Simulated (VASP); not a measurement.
Runs of VASP 6.6.1 on Au. The structure is that of space group Fm-3m (No. 225), or close to it. The cells are those of the table. 

| cell | gap on the mesh (eV) | pressure (GPa) |
| --- | --- | --- |
| a = 2.819 Å, angles 60.0°, 1 atom | none | 10.7 |
| a = 2.839 Å, angles 60.0°, 1 atom | none | 5.7 |
| a = 2.897 Å, angles 60.0°, 1 atom | none | -5.9 |
| a = 2.916 Å, angles 60.0°, 1 atom | none | (a) |
| a = 2.878 Å, angles 60.0°, 1 atom | none | (b) |

Alike in all rows: task single point; level LDA; potentials or basis VASP PAW LDA potentials, release 64 (Au); no spin polarisation; k mesh 11 × 11 × 11; cutoff (eV) 500; smearing methfessel-paxton 0.1 eV.

Q: Fill in the values left out.

A: (a) -8.8; (b) -2.5.

Caveats: spin-orbit coupling is left out, which moves the levels of the heavy elements.

A k mesh can miss the band edges, and the runs leave out spin-orbit coupling on Au.

A gap of «none» marks levels without a gap at the run's occupations.
